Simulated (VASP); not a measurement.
# Cl: single point with PBEsol

Crystal: Cl.

```
Cl
1.0
    -1.27553    1.27553    1.27553
     1.27553   -1.27553    1.27553
     1.27553    1.27553   -1.27553
Cl
1
Cartesian
  0.0000 0.0000 0.0000
```

This cell differs from its parent crystal: volume scaled by 0.43.

```
Program                : VASP 6.6.1
Task                   : single point
Functional             : PBEsol
Potentials or basis    : VASP PAW PBE potentials, release 64 (Cl)
Cutoff                 : 520 eV
k mesh                 : 15 × 15 × 15
Occupations            : fermi-dirac, width 0.08 eV
Spin                   : no spin polarisation
Dipole correction      : no
Further INCAR settings : ALGO = Normal; EDIFF = 1e-06; NBANDS = 10
```

| Property | Result |
| --- | --- |
| Pressure | 254.4 GPa |

Levels at points of the mesh, in eV from the Fermi level:
```tsv
k point	band 1	band 2	band 3	band 4	band 5	band 6	band 7	band 8	band 9
(0.00, 0.00, 0.00)	-27.95	3.80	3.80	3.80	12.67	12.67	12.67	18.48	18.48
```

Run time: 9 s on 1 thread of AMD EPYC 7R13, with other jobs on the host, peak memory 0.08 GiB.

Caveat: the PAW data sets were made with another functional, which shifts forces and pressure a little; an odd number of electrons without spin polarisation forces a metal; a magnetic or distorted state may lie lower.
